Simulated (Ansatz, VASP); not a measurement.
**Cd in VASP and in Ansatz**

Contents of INCAR:

```
PREC = Accurate ; ENCUT = 520
EDIFF = 1E-6 ; ISMEAR = -1
SIGMA = 0.1 ; LREAL = False
LASPH = True ; NELM = 60
ALGO = Normal ; ISIF = 2
LWAVE = False ; LCHARG = False
GGA = RP ; NBANDS = 19
```

The input KPOINTS:

```
regular mesh
0
Gamma
  19 19 9
```

Contents of POSCAR:

```
Cd
1.0
    2.9316769224      0.0000000000      0.0000000000
   -1.4658384612      2.5389066905      0.0000000000
    0.0000000000      0.0000000000      5.8033456089
Cd
2
Direct
    0.3333333333      0.6666666667      0.2500000000
    0.6666666667      0.3333333333      0.7500000000
```

Input for Ansatz:

```yaml
crystal:
  lattice:
    - [2.9316769224, 0.0, 0.0]
    - [-1.4658384612, 2.5389066905, 0.0]
    - [0.0, 0.0, 5.8033456089]
  atoms:
    - { symbol: Cd, position: [0.3333333333, 0.6666666667, 0.25] }
    - { symbol: Cd, position: [0.6666666667, 0.3333333333, 0.75] }
hamiltonian:
  xc: rpbe
  pseudopotentials:
    kind: paw
    azcp:
      Cd: "pseudopotentials/Cd.paw.azcp"
basis:
  ecutwfc: 420
  fft_grid_basis: typed
kpoints:
  mp_grid: { grid: [19, 19, 9], shift: [0, 0, 0] }
magnetization:
  spin_polarized: false
scf:
  occupations: { method: fermi_dirac, width: 0.1 }
output:
  stress: true
```

Alike in both runs: task single point; functional RPBE; k mesh 19 × 19 × 9; occupations fermi-dirac, width 0.1 eV; no spin polarisation.

|  | VASP | Ansatz |
| --- | --- | --- |
| version | VASP 6.6.1 | Ansatz 0.2.0 |
| potentials or method | VASP PAW PBE potentials, release 64 (Cd), cutoff 520 eV | plane waves (420 eV) with PAW, scalar-relativistic |
| valence electrons in the cell | 24 | 40 |

Ansatz gave:

- pressure (GPa): 6.6
- traceless stress, the component that is largest in VASP (GPa): -2.82

Question: Which values does VASP return?

Answer: Pressure (GPa): 7.0; traceless stress, the component that is largest in VASP (GPa): -3.02.

VASP's potentials were made for PBE, not for RPBE. With one functional, cell and mesh, what is left measures potentials, basis and numerics. VASP's potentials hold 24 valence electrons a cell and Ansatz's 40, so a difference there can come from the potentials and not from the codes.
